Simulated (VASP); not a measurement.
Na:

```xyz
2
Lattice="0.0000 2.9689 2.9689 2.9689 0.0000 2.9689 2.9689 2.9689 0.0000" Properties=species:S:1:pos:R:3 pbc="T T T"
Na   -0.7422   -0.7422   -0.7422
Na    0.7422    0.7422    0.7422
```

This cell differs from its parent crystal: volume scaled by 0.5.

Base run:

* Program: VASP 6.6.1
* Functional: PBEsol
* Potentials or basis: VASP PAW PBE potentials, release 64 (Na_pv)
* Cutoff: 520 eV
* k mesh: 9 × 9 × 9
* Occupations: fermi-dirac, width 0.08 eV
* Spin: no spin polarisation

Its results: band gap on the k mesh zero (band 7 reaches 2.19 eV, above the bottom of band 8 at 1.17 eV); pressure 7.2 GPa.

Question: The run is repeated on the same cell with these changes: dispersion from none to D3(BJ). What comes out?

Answer: Band gap on the k mesh zero (band 7 reaches 2.19 eV, above the bottom of band 8 at 1.17 eV); pressure 5.9 GPa.

Dispersion adds attraction, which lowers the pressure at fixed volume and, as a term added to the energy, leaves the levels alone.

Caveats: the PAW data sets were made with another functional, which shifts forces and pressure a little; pairwise dispersion overbinds metals, which lowers pressure and volume (some runs).
